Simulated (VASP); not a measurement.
# TiO2 (I4_1/amd) in VASP: notebook, part 2 of 2

VASP 6.6.1. The steps go on from the part before.

### Step 5. Single point, PBE (12.02 Å³/atom)

This run uses another cell than the first one, of 12.02 Å³/atom.

File INCAR:

```
SYSTEM = TiO2
PREC = Accurate
ENCUT = 600
EDIFF = 1E-6
ISMEAR = 0
SIGMA = 0.02
LREAL = .FALSE.
LASPH = .TRUE.
NELM = 120
ALGO = Normal
ISIF = 2
LWAVE = .FALSE.
LCHARG = .FALSE.
GGA = PE
NBANDS = 33
GGA_COMPAT = .FALSE.
```

File KPOINTS:

```
Automatic mesh
0
G
  10 10 10
  0 0 0
```

File POSCAR:

```
TiO2
1.0
   -1.9105595016      1.9105595016      4.9380115513
    1.9105595016     -1.9105595016      4.9380115513
    1.9105595016      1.9105595016     -4.9380115513
Ti O
2 4
Direct
    0.0000000000      0.0000000000      0.0000000000
    0.7500000000      0.2500000000      0.5000000000
    0.2044211621      0.2044211621      0.0000000000
    0.9544211621      0.4544211621      0.5000000000
    0.5455788379      0.0455788379      0.5000000000
    0.7955788379      0.7955788379      0.0000000000
```

Potentials or basis: VASP PAW PBE potentials, release 64 (Ti_sv, O).

Command:

```
$ cat potpaw_PBE.64/Ti_sv/POTCAR potpaw_PBE.64/O/POTCAR > POTCAR
$ mpirun -np 1 vasp_std > vasp.out
```

OUTCAR:

```text
SYSTEM = TiO2
   PREC = Accurate
   ENCUT = 600
   EDIFF = 1E-6
   ISMEAR = 0
   LREAL = .FALSE.
   LASPH = .TRUE.
   NELM = 120
   ISIF = 2
   GGA = PE

 ion  position               nearest neighbor table
   1  0.000  0.000  0.000-   5 1.96   4 1.96   5 1.96   4 1.96   3 2.02   6 2.02
   2  0.750  0.250  0.500-   6 1.96   3 1.96   6 1.96   3 1.96   4 2.02   5 2.02
   3  0.204  0.204  0.000-   2 1.96   2 1.96   1 2.02
   4  0.954  0.454  0.500-   1 1.96   1 1.96   2 2.02
   5  0.546  0.046  0.500-   1 1.96   1 1.96   2 2.02
   6  0.796  0.796  0.000-   2 1.96   2 1.96   1 2.02

  LATTYP: Found a body centered tetragonal cell.
 ALAT       =     3.8211190032
 C/A-ratio  =     2.5845892510

  Lattice vectors:

 A1 = (  -1.9105595016,   1.9105595016,   4.9380115513)
 A2 = (   1.9105595016,  -1.9105595016,   4.9380115513)
 A3 = (   1.9105595016,   1.9105595016,  -4.9380115513)

Analysis of symmetry for initial positions (statically):
=====================================================================
 Subroutine PRICEL returns:
 Original cell was already a primitive cell.

 Routine SETGRP: Setting up the symmetry group for a
 body centered tetragonal supercell.

 Subroutine GETGRP returns: Found 16 space group operations
 (whereof  8 operations were pure point group operations)
 out of a pool of 16 trial point group operations.

The static configuration has the point symmetry D_2d.
 The point group associated with its full space group is D_4h.

Analysis of symmetry for dynamics (positions and initial velocities):
=====================================================================
 Subroutine PRICEL returns:
 Original cell was already a primitive cell.

 Routine SETGRP: Setting up the symmetry group for a
 body centered tetragonal supercell.

 Subroutine GETGRP returns: Found 16 space group operations
 (whereof  8 operations were pure point group operations)
 out of a pool of 16 trial point group operations.
[... 132 lines left out ...]
  Fermi-wavevector in a.u.,A,eV,Ry     =   1.429478  2.701322 27.802248  2.043408
  Thomas-Fermi vector in A             =   2.549427
   LORBIT       =      0    0 simple, 1 ext, 2 COOP (PROOUT), +10 PAW based schemes
   GGA     = PE    functional components
   LHFCALC =     F    Hartree Fock is set to
   AEXX    =    0.0000 exact exchange contribution
   IVDW    =     0    specifies the selected vdW correction
   LEPSILON=     F    determine dielectric tensor
   LRPA    =     F    only Hartree local field effects (RPA)
 non-spin polarized calculation
 Gauss-broadening in eV      SIGMA  =   0.02
  energy-cutoff  :      600.00
  volume of cell :       72.10
 maximum number of plane-waves:      2424
 NGX is ok and might be reduce to    48
   NGX = 23   NGY = 23   NGZ = 23

 number of electron      48.0000001 magnetization

 Free energy of the ion-electron system (eV)
  ---------------------------------------------------
  ext. energy  EPLUGINS =         0.00000000
  ---------------------------------------------------
  free energy    TOTEN  =       -53.85026762 eV

  energy without entropy =      -53.85026762  energy(sigma->0) =      -53.85026762

 E-fermi :   3.0688     XC(G=0): -10.4339

 val. band max:        2.8569779612   @ k =  -0.4000   0.4000   0.0000
 cond. band min:       4.9727406361   @ k =   0.0000   0.0000   0.0000
 fundamental gap:      2.1157626748
 Fermi energy:         3.0688201210

 k-point     1 :       0.0000    0.0000    0.0000
  band No.  band energies     occupation
      1     -53.6607      2.00000
      2     -53.6178      2.00000
      3     -30.0547      2.00000
      4     -29.8560      2.00000
      5     -29.8560      2.00000
      6     -29.8033      2.00000
[... 853 lines left out ...]
     32       8.9006      0.00000
     33       9.7635      0.00000

 [... further k-points ...]

------------------------ aborting loop because EDIFF is reached ----------------------------------------

  FORCE on cell =-STRESS in cart. coord.  units (eV):
  Direction    XX          YY          ZZ          XY          YZ          ZX
  --------------------------------------------------------------------------------------
  -------------------------------------------------------------------------------------
  Total       -2.0703853     -2.0703853     -2.0012053      0.0000000     -0.0000000      0.0000000
  in kB      -46.0074892    -46.0074892    -44.4701925      0.0000000     -0.0000000      0.0000000
  external PRESSURE =     -45.4950570 kB  Pullay stress =       0.0000000 kB

 VOLUME and BASIS-vectors are now :
 -----------------------------------------------------------------------------
  energy-cutoff  :      600.00
  volume of cell :       72.10
      direct lattice vectors                 reciprocal lattice vectors
    -1.910559502  1.910559502  4.938011551     0.000000000  0.261703443  0.101255332
     1.910559502 -1.910559502  4.938011551     0.261703443  0.000000000  0.101255332
     1.910559502  1.910559502 -4.938011551     0.261703443  0.261703443  0.000000000

 POSITION                                       TOTAL-FORCE (eV/Angst)
 -----------------------------------------------------------------------------------
      0.00000      0.00000      0.00000         0.000000      0.000000     -0.000000
     -0.00000      1.91056      2.46901         0.000000      0.000000     -0.000000
      0.00000      0.00000      2.01887         0.000000     -0.000000      0.017877
      0.00000      1.91056      4.48787        -0.000000      0.000000      0.017877
      0.00000      1.91056      0.45014        -0.000000      0.000000     -0.017877
      0.00000      0.00000      7.85715         0.000000     -0.000000     -0.017877
 -----------------------------------------------------------------------------------
    total drift:                                0.000000     -0.000000     -0.000000

  FREE ENERGIE OF THE ION-ELECTRON SYSTEM (eV)
  ---------------------------------------------------
  free  energy   TOTEN  =       -53.8502676175 eV

  energy  without entropy=      -53.8502676175  energy(sigma->0) =      -53.85026762
```

stdout:

```text
POSCAR found type information on POSCAR TiO
 POSCAR found :  2 types and       6 ions
 scaLAPACK will be used
 LDA part: xc-table for (Slater+PW92), standard interpolation
 POSCAR, INCAR and KPOINTS ok, starting setup
 FFT: planning ... GRIDC
 FFT: planning ... GRID_SOFT
 FFT: planning ... GRID
 WAVECAR not read
 entering main loop
```

It took 17 min on 1 thread of Oxide Virtual Turin-like, shared host; peak memory 0.44 GiB.

Results:

| Item | Value |
| --- | --- |
| Free energy | -53.8503 eV |
| Pressure | -4.5 GPa |
| Largest force | 0.018 eV/Å |
| Band gap on the k mesh | 2.12 eV (least direct gap 2.36 eV) |

Forces in eV/Å, atoms in the order of the input:
```
Ti   0.000  0.000  0.000
Ti   0.000  0.000  0.000
O    0.000  0.000  0.018
O    0.000  0.000  0.018
O    0.000  0.000 -0.018
O    0.000  0.000 -0.018
```

Caveat: the cell stands under tension. A k mesh can miss the band edges.

### Step 6. Overview

```tsv
cell	gap on the mesh (eV)	pressure (GPa)	largest force (eV/Å)
a = 5.238 Å, angles 138.0, 138.0, 60.9°, 6 atoms, atomic positions A	1.96	18.6	0.03
a = 5.347 Å, angles 138.7, 138.7, 59.8°, 6 atoms, atomic positions B	2.05	12.0	0.02
a = 5.450 Å, angles 139.4, 139.4, 58.8°, 6 atoms, atomic positions C	2.09	6.0	0.02
a = 5.629 Å, angles 140.3, 140.3, 57.4°, 6 atoms, atomic positions D	2.12	-4.5	0.02
```

Alike in all rows: task single point; level PBE; potentials or basis VASP PAW PBE potentials, release 64 (Ti_sv, O); no spin polarisation; k mesh 10 × 10 × 10; cutoff (eV) 600; smearing gaussian 0.02 eV.

Caveats: the cell stands under pressure (at least some runs); the cell stands under tension (at least some runs).

Absolute energies hang on the potentials; compare differences alone.
